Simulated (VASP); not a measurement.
Set up this calculation in VASP 6.6.1, as the native input.

```yaml
Task: single point
Functional: r2SCAN
Potentials_or_basis: VASP PAW PBE potentials, release 64 (Al, N)
Cutoff: 520 eV
k_mesh: 6 × 6 × 6
Occupations: gaussian, width 0.05 eV
Spin: no spin polarisation
Dipole_correction: no
Further_INCAR_settings: ALGO = Normal; EDIFF = 1e-06; NBANDS = 26
```

The system is AlN.

```xyz
8
Lattice="4.3680 0.0000 0.0000 0.0000 -4.3680 0.0000 0.0000 0.0000 -4.3680" Properties=species:S:1:pos:R:3 pbc="T T T"
Al    0.1768   -2.0072   -2.1840
Al    2.1840    0.0000   -2.1840
Al    2.1840   -2.1840    0.0000
Al    0.0000    0.0000    0.0000
N     3.2760   -3.2760   -3.2760
N     1.0920   -1.0920   -3.2760
N     1.0920   -3.2760   -1.0920
N     3.2760   -1.0920   -1.0920
```

This cell differs from its parent crystal: atom 1 (Al) moved +0.250 Å along Cartesian [1 1 0].

One way to write it, as run:

POSCAR

```
AlN
1.0
    4.3679871192      0.0000000000      0.0000000000
    0.0000000000     -4.3679871192      0.0000000000
    0.0000000000      0.0000000000     -4.3679871192
Al N
4 4
Direct
    0.0404709745      0.4595290255      0.5000000000
    0.5000000000      0.0000000000      0.5000000000
    0.5000000000      0.5000000000      0.0000000000
    0.0000000000      0.0000000000      0.0000000000
    0.7500000000      0.7500000000      0.7500000000
    0.2500000000      0.2500000000      0.7500000000
    0.2500000000      0.7500000000      0.2500000000
    0.7500000000      0.2500000000      0.2500000000
```

INCAR.step1

```
SYSTEM = AlN
PREC     = Accurate       ! precision mode
ENCUT    = 520            ! plane-wave cutoff, eV
ISMEAR   = 0              ! smearing method
SIGMA    = 0.05           ! smearing width, eV
LREAL    = .False.        ! projectors in reciprocal space
LASPH    = .True.         ! aspherical terms in the spheres
NELM     = 60             ! most SCF steps
NBANDS   = 26             ! bands
GGA      = PE             ! functional
ALGO     = Normal         ! electronic algorithm
EDIFF    = 1E-4           ! SCF threshold, eV
LWAVE    = .True.         ! write WAVECAR
LCHARG   = .False.        ! write CHGCAR
```

INCAR.step2

```
SYSTEM = AlN
PREC     = Accurate       ! precision mode
ENCUT    = 520            ! plane-wave cutoff, eV
EDIFF    = 1E-6           ! SCF threshold, eV
ISMEAR   = 0              ! smearing method
SIGMA    = 0.05           ! smearing width, eV
LREAL    = .False.        ! projectors in reciprocal space
LASPH    = .True.         ! aspherical terms in the spheres
NELM     = 60             ! most SCF steps
ALGO     = Normal         ! electronic algorithm
ISIF     = 2              ! what is computed and relaxed
LWAVE    = .False.        ! write WAVECAR
LCHARG   = .True.         ! write CHGCAR
METAGGA  = R2SCAN         ! meta-GGA
LMIXTAU  = .True.       
LELF     = .True.         ! ELF
LVHAR    = .True.       
NBANDS   = 26             ! bands
ISTART   = 1
```

KPOINTS

```
regular mesh
0
Gamma
  6 6 6
  0 0 0
```

Potentials or basis: VASP PAW PBE potentials, release 64 (Al, N).

The run is started by

```bash
$ cat potpaw_PBE.64/Al/POTCAR potpaw_PBE.64/N/POTCAR > POTCAR
$ cp INCAR.step1 INCAR
$ mpirun -np 1 vasp_std > vasp.out
$ cp INCAR.step2 INCAR
$ mpirun -np 1 vasp_std > vasp.out
```

Results of the run:

```
Pressure               : 2.2 GPa
Largest force          : 6.172 eV/Å
Band gap on the k mesh : 2.85 eV
```

Caveat: the cell differs from its parent crystal (atom 1 (Al) moved +0.250 Å along Cartesian [1 1 0]); the PAW data sets were made with another functional, which shifts forces and pressure a little.

Wall time 6 min on 1 thread of Intel Xeon 8259CL, with other jobs on the host, peak memory 0.25 GiB.
